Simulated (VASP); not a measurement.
# Li16S7 (a cell with a defect) in VASP: single point with PBE

Aim: the single point of Li16S7 (a cell with a defect) with PBE.

Program: VASP 6.6.1. These are calculated values, not measurements. Logs are shortened: lines on timing, memory, paths and dates and some standing lists are left out, and cuts for length are marked.

### 1 The cell of the first run

The cell holds a defect, 23 atoms: a = 8.019 Å, b = 8.019 Å, c = 8.019 Å, α = 60.00°, β = 60.00°, γ = 60.00°.

### 2 Single point, PBE (atoms taken out, then relaxed in part)

The input, INCAR:

```
SYSTEM = Li16S7
PREC = Accurate
ENCUT = 650
EDIFF = 1E-6
ISMEAR = -1
SIGMA = 0.01
LREAL = .FALSE.
LASPH = .TRUE.
NELM = 120
ALGO = Normal
ISIF = 2
LWAVE = .FALSE.
LCHARG = .FALSE.
GGA = PE
NELECT = 88.0
NBANDS = 62
GGA_COMPAT = .FALSE.
```

The input, KPOINTS:

```
Automatic mesh
0
G
  3 3 3
  0 0 0
```

The input, POSCAR:

```
Li16S7
1.0
    0.0000000000      5.6703356858      5.6703356858
    5.6703356858      0.0000000000      5.6703356858
    5.6703356858      5.6703356858      0.0000000000
Li S
16 7
Direct
    0.3795879776      0.3795879776      0.3795879776
    0.3795879776      0.3795879776      0.8612360672
    0.3795879776      0.8612360672      0.3795879776
    0.4304288519      0.8565237160      0.8565237160
    0.8612360672      0.3795879776      0.3795879776
    0.8565237160      0.4304288519      0.8565237160
    0.8565237160      0.8565237160      0.4304288519
    0.8565237160      0.8565237160      0.8565237160
    0.1434762840      0.1434762840      0.1434762840
    0.1434762840      0.1434762840      0.5695711481
    0.1434762840      0.5695711481      0.1434762840
    0.1387639328      0.6204120224      0.6204120224
    0.5695711481      0.1434762840      0.1434762840
    0.6204120224      0.1387639328      0.6204120224
    0.6204120224      0.6204120224      0.1387639328
    0.6204120224      0.6204120224      0.6204120224
    0.0000000000      0.0000000000      0.5000000000
    0.0000000000      0.5000000000      0.0000000000
    0.0000000000      0.5000000000      0.5000000000
    0.5000000000      0.0000000000      0.0000000000
    0.5000000000      0.0000000000      0.5000000000
    0.5000000000      0.5000000000      0.0000000000
    0.5000000000      0.5000000000      0.5000000000
```

Potentials or basis: VASP PAW PBE potentials, release 64 (Li_sv, S).

The run is started by

```
> cat potpaw_PBE.64/Li_sv/POTCAR potpaw_PBE.64/S/POTCAR > POTCAR
> mpirun -np 1 vasp_std > vasp.out
```

OUTCAR:

```text
SYSTEM = Li16S7
   PREC = Accurate
   ENCUT = 650
   EDIFF = 1E-6
   ISMEAR = -1
   LREAL = .FALSE.
   LASPH = .TRUE.
   NELM = 120
   ISIF = 2
   GGA = PE
   NELECT = 88.0

 ion  position               nearest neighbor table
   1  0.380  0.380  0.380-  23 2.37  21 2.49  22 2.49  19 2.49
   2  0.380  0.380  0.861-  23 2.37  22 2.49  18 2.49  20 2.49
   3  0.380  0.861  0.380-  23 2.37  21 2.49  17 2.49  20 2.49
   4  0.430  0.857  0.857-  21 2.36  22 2.36  20 2.36
   5  0.861  0.380  0.380-  23 2.37  19 2.49  17 2.49  18 2.49
   6  0.857  0.430  0.857-  19 2.36  22 2.36  18 2.36
   7  0.857  0.857  0.430-  19 2.36  21 2.36  17 2.36
   8  0.857  0.857  0.857-  17 2.36  18 2.36  20 2.36
   9  0.143  0.143  0.143-  17 2.36  18 2.36  20 2.36
  10  0.143  0.143  0.570-  19 2.36  21 2.36  17 2.36
  11  0.143  0.570  0.143-  19 2.36  22 2.36  18 2.36
  12  0.139  0.620  0.620-  23 2.37  18 2.49  17 2.49  19 2.49
  13  0.570  0.143  0.143-  21 2.36  22 2.36  20 2.36
  14  0.620  0.139  0.620-  23 2.37  20 2.49  17 2.49  21 2.49
  15  0.620  0.620  0.139-  23 2.37  20 2.49  18 2.49  22 2.49
  16  0.620  0.620  0.620-  23 2.37  21 2.49  22 2.49  19 2.49
  17  0.000  0.000  0.500-   8 2.36   9 2.36   7 2.36  10 2.36  12 2.49  14 2.49   3 2.49   5 2.49
[... 9 lines left out ...]
  22  0.500  0.500  0.000-   4 2.36   6 2.36  11 2.36  13 2.36  16 2.49   2 2.49   1 2.49  15 2.49

  23  0.500  0.500  0.500-   1 2.37   2 2.37   3 2.37   5 2.37  12 2.37  14 2.37  15 2.37  16 2.37

  LATTYP: Found a face centered cubic cell.
 ALAT       =    11.3406713716

  Lattice vectors:

 A1 = (   0.0000000000,   5.6703356858,   5.6703356858)
 A2 = (   5.6703356858,   0.0000000000,   5.6703356858)
 A3 = (   5.6703356858,   5.6703356858,   0.0000000000)

Analysis of symmetry for initial positions (statically):
=====================================================================
 Subroutine PRICEL returns:
 Original cell was already a primitive cell.

 Routine SETGRP: Setting up the symmetry group for a
 face centered cubic supercell.

 Subroutine GETGRP returns: Found 48 space group operations
 (whereof 48 operations were pure point group operations)
 out of a pool of 48 trial point group operations.

The static configuration has the point symmetry O_h .

Analysis of symmetry for dynamics (positions and initial velocities):
=====================================================================
 Subroutine PRICEL returns:
 Original cell was already a primitive cell.

[... 132 lines left out ...]
   IBRION =     -1    ionic relax: 0-MD 1-quasi-New 2-CG
   NFREE  =      0    steps in history (QN), initial steepest desc. (CG)
   ISIF   =      2    stress and relaxation
   ISYM   =      2    0-nonsym 1-usesym 2-fastsym
   POTIM  = 0.5000    time-step for ionic-motion
   TEBEG  =    0.0;   TEEND  =   0.0 temperature during run
   PSTRESS=    0.0 pullay stress
   NELECT =      88.0000    total number of electrons
   NUPDOWN=      -1.0000    fix difference up-down
   EMIN   =  10.00;   EMAX   =-10.00  energy-range for DOS
   EFERMI =   0.00;   METHOD = LEGACY
   ISMEAR =    -1;   SIGMA  =   0.01  broadening in eV -4-tet -1-fermi 0-gaus
   EFERMI_NEDOS =   21; number of points for ismear=-14 and -15
   IALGO  =     38    algorithm
   IMIX   =      4    mixing-type and parameters
     AMIX     =   0.40;   BMIX     =  1.00
     AMIX_MAG =   1.60;   BMIX_MAG =  1.00
  volume/ion in A,a.u.               =      15.85       106.99
  Fermi-wavevector in a.u.,A,eV,Ry     =   1.019257  1.926116 14.134881  1.038884
  Thomas-Fermi vector in A             =   2.152760
   LORBIT       =      0    0 simple, 1 ext, 2 COOP (PROOUT), +10 PAW based schemes
   GGA     = PE    functional components
   LHFCALC =     F    Hartree Fock is set to
   AEXX    =    0.0000 exact exchange contribution
   IVDW    =     0    specifies the selected vdW correction
   LEPSILON=     F    determine dielectric tensor
   LRPA    =     F    only Hartree local field effects (RPA)
 non-spin polarized calculation
  energy-cutoff  :      650.00
  volume of cell :      364.63
 maximum number of plane-waves:     13736
 NGX is ok and might be reduce to    70
   NGX = 33   NGY = 33   NGZ = 33

 number of electron      88.0000027 magnetization

 Free energy of the ion-electron system (eV)
  ---------------------------------------------------
  ext. energy  EPLUGINS =         0.00000000
  ---------------------------------------------------
  free energy    TOTEN  =       -93.74862963 eV

  energy without entropy =      -93.74862963  energy(sigma->0) =      -93.74862963

 E-fermi :   1.4472     XC(G=0):  -7.9551

 val. band max:        1.0703320922   @ k =   0.0000   0.0000   0.0000
 cond. band min:       3.1314860684   @ k =   0.0000   0.0000   0.0000
 fundamental gap:      2.0611539762
 Fermi energy:         1.4472380534

 k-point     1 :       0.0000    0.0000    0.0000
  band No.  band energies     occupation
      1     -43.0728      2.00000
      2     -43.0682      2.00000
      3     -43.0682      2.00000
      4     -43.0682      2.00000
      5     -43.0676      2.00000
      6     -43.0667      2.00000
[... 225 lines left out ...]
     55       8.0552      0.00000
     56       8.0799      0.00000
 [bands above 56 left out]

------------------------ aborting loop because EDIFF is reached ----------------------------------------

  FORCE on cell =-STRESS in cart. coord.  units (eV):
  Direction    XX          YY          ZZ          XY          YZ          ZX
  --------------------------------------------------------------------------------------
  -------------------------------------------------------------------------------------
  Total       -6.3535983     -6.3535983     -6.3535983     -0.0000000      0.0000000     -0.0000000
  in kB      -27.9173395    -27.9173395    -27.9173395     -0.0000000      0.0000000     -0.0000000
  external PRESSURE =     -27.9173395 kB  Pullay stress =       0.0000000 kB

 VOLUME and BASIS-vectors are now :
 -----------------------------------------------------------------------------
  energy-cutoff  :      650.00
  volume of cell :      364.63
      direct lattice vectors                 reciprocal lattice vectors
     0.000000000  5.670335686  5.670335686    -0.088178201  0.088178201  0.088178201
     5.670335686  0.000000000  5.670335686     0.088178201 -0.088178201  0.088178201
     5.670335686  5.670335686  0.000000000     0.088178201  0.088178201 -0.088178201

 POSITION                                       TOTAL-FORCE (eV/Angst)
 -----------------------------------------------------------------------------------
      4.30478      4.30478      4.30478         0.024357      0.024357      0.024357
      7.03589      7.03589      4.30478        -0.024357     -0.024357      0.024357
      7.03589      4.30478      7.03589        -0.024357      0.024357     -0.024357
      9.71355      7.29745      7.29745         0.025352     -0.025352     -0.025352
      4.30478      7.03589      7.03589         0.024357     -0.024357     -0.024357
      7.29745      9.71355      7.29745        -0.025352      0.025352     -0.025352
[... 15 lines left out ...]
      2.83517      2.83517      5.67034         0.000000      0.000000     -0.000000
      5.67034      5.67034      5.67034         0.000000      0.000000     -0.000000
 -----------------------------------------------------------------------------------
    total drift:                               -0.000000     -0.000000     -0.000000

  FREE ENERGIE OF THE ION-ELECTRON SYSTEM (eV)
  ---------------------------------------------------
  free  energy   TOTEN  =       -93.7486296307 eV

  energy  without entropy=      -93.7486296307  energy(sigma->0) =      -93.74862963
```

OSZICAR:

```text
N       E                     dE             d eps       ncg     rms          rms(c)
DAV:   1     0.769932590747E+03    0.76993E+03   -0.40287E+04   504   0.168E+03
DAV:   2     0.367831248518E+02   -0.73315E+03   -0.68141E+03   560   0.425E+02
DAV:   3    -0.732947696999E+02   -0.11008E+03   -0.10925E+03   692   0.126E+02
DAV:   4    -0.928969067673E+02   -0.19602E+02   -0.19460E+02   912   0.552E+01
DAV:   5    -0.966490384041E+02   -0.37521E+01   -0.37500E+01   792   0.165E+01    0.108E+01
DAV:   6    -0.944232821056E+02    0.22258E+01   -0.47127E+00   642   0.725E+00    0.842E+00
DAV:   7    -0.937651786023E+02    0.65810E+00   -0.32726E+00   816   0.419E+00    0.494E+00
DAV:   8    -0.937735114134E+02   -0.83328E-02   -0.11679E+00   650   0.316E+00    0.218E+00
DAV:   9    -0.937279877278E+02    0.45524E-01   -0.25873E-01   728   0.128E+00    0.934E-01
DAV:  10    -0.937383765591E+02   -0.10389E-01   -0.37134E-02   682   0.501E-01    0.425E-01
DAV:  11    -0.937465108396E+02   -0.81343E-02   -0.36548E-02   588   0.534E-01    0.407E-01
DAV:  12    -0.937475535071E+02   -0.10427E-02   -0.51395E-03   760   0.203E-01    0.159E-01
DAV:  13    -0.937480448544E+02   -0.49135E-03   -0.22812E-03   602   0.106E-01    0.106E-01
DAV:  14    -0.937486160920E+02   -0.57124E-03   -0.10158E-03   752   0.754E-02    0.480E-02
DAV:  15    -0.937486461825E+02   -0.30090E-04   -0.16532E-04   704   0.290E-02    0.473E-02
DAV:  16    -0.937486280711E+02    0.18111E-04   -0.91887E-05   624   0.244E-02    0.129E-02
DAV:  17    -0.937486292564E+02   -0.11854E-05   -0.97686E-06   672   0.866E-03    0.135E-02
DAV:  18    -0.937486296307E+02   -0.37429E-06   -0.47288E-07   464   0.286E-03
   1 F= -.93748630E+02 E0= -.93748630E+02  d E =0.000000E+00
```

stdout:

```text
POSCAR found type information on POSCAR LiS
 POSCAR found :  2 types and      23 ions
 scaLAPACK will be used
 -----------------------------------------------------------------------------
|                                                                             |
|                                                                             |
|     You have a (more or less) 'large supercell' and for larger cells it     |
|     might be more efficient to use real-space projection operators.         |
|     Therefore, try LREAL= Auto in the INCAR file.                           |
|     Mind: For very accurate calculation, you might also keep the            |
|     reciprocal projection scheme (i.e. LREAL=.FALSE.).                      |
|                                                                             |
 -----------------------------------------------------------------------------

 LDA part: xc-table for (Slater+PW92), standard interpolation
 POSCAR, INCAR and KPOINTS ok, starting setup
 FFT: planning ... GRIDC
 FFT: planning ... GRID_SOFT
 FFT: planning ... GRID
 WAVECAR not read
 entering main loop
 the old and the new charge density differ
 old charge density:    90.00000 new   88.00000
    0.108E+01
```

Wall time 4.8 min (1 thread of Intel Xeon Platinum 8259CL at 2.50GHz (Skylake/Cascade Lake), shared host); peak memory 0.71 GiB.

Results:

```yaml
Free_energy: -93.7486 eV
Largest_force: 0.044 eV/Å
```

Forces on the atoms (eV/Å):
```
Li   0.024  0.024  0.024
Li  -0.024 -0.024  0.024
Li  -0.024  0.024 -0.024
Li   0.025 -0.025 -0.025
Li   0.024 -0.024 -0.024
Li  -0.025  0.025 -0.025
Li  -0.025 -0.025  0.025
Li   0.025  0.025  0.025
Li  -0.025 -0.025 -0.025
Li   0.025  0.025 -0.025
Li   0.025 -0.025  0.025
Li  -0.024  0.024  0.024
Li  -0.025  0.025  0.025
Li   0.024 -0.024  0.024
Li   0.024  0.024 -0.024
Li  -0.024 -0.024 -0.024
S    0.000  0.000  0.000
S    0.000  0.000  0.000
S    0.000  0.000  0.000
S    0.000  0.000  0.000
S    0.000  0.000  0.000
S    0.000  0.000  0.000
S    0.000  0.000  0.000
```

Caveat: the cell carries a net charge on a neutralising background, which shifts energy and pressure; the cell differs from its parent crystal (atoms taken out, then relaxed in part); the cell is charged against a uniform background, so pressure and absolute levels hang on convention.
